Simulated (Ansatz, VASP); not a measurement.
**Ru in VASP and in Ansatz**

INCAR

```
SYSTEM = Ru
PREC = Accurate
ENCUT = 520
EDIFF = 1E-6
ISMEAR = -1
SIGMA = 0.03
LREAL = .False.
LASPH = .True.
NELM = 60
ALGO = Normal
ISIF = 2
LWAVE = .False.
LCHARG = .False.
GGA = PE
NBANDS = 21
```

File KPOINTS:

```
regular mesh
0
Gamma
  10 10 10
  0 0 0
```

POSCAR

```
Ru
1.0
    0.0000000000      2.7086831726      2.7086831726
    2.7086831726      0.0000000000      2.7086831726
    2.7086831726      2.7086831726      0.0000000000
Ru
2
Direct
    0.0000000000      0.0000000000      0.0000000000
    0.2500000000      0.2500000000      0.2500000000
```

Input for Ansatz:

```yaml
crystal:
  lattice:
    - [0.0, 2.7086831726, 2.7086831726]
    - [2.7086831726, 0.0, 2.7086831726]
    - [2.7086831726, 2.7086831726, 0.0]
  atoms:
    - { symbol: Ru, position: [0.0, 0.0, 0.0] }
    - { symbol: Ru, position: [0.25, 0.25, 0.25] }
kpoints:
  mp_grid: { grid: [10, 10, 10] }
scf:
  occupations: { method: fermi_dirac, width: 0.03 }
hamiltonian:
  xc: pbe
  pseudopotentials: { kind: all_electron, lapw: { basis_error: 0.0005 } }
output:
  forces: true
  stress: true
  eigenvalues: true
```

Change from the starting cell: volume scaled by 0.98.

Alike in both runs: task single point; functional PBE; k mesh 10 × 10 × 10; occupations fermi-dirac, width 0.03 eV; no spin polarisation.

|  | VASP | Ansatz |
| --- | --- | --- |
| version | VASP 6.6.1 | Ansatz 0.2.0 |
| potentials or method | VASP PAW PBE potentials, release 64 (Ru_pv), cutoff 520 eV | all-electron LAPW, scalar-relativistic |

```csv
,VASP,Ansatz,Ansatz less VASP
pressure (GPa),3.8,3.5,-0.27
```

Ansatz ran all-electron here, and VASP with PAW potentials.
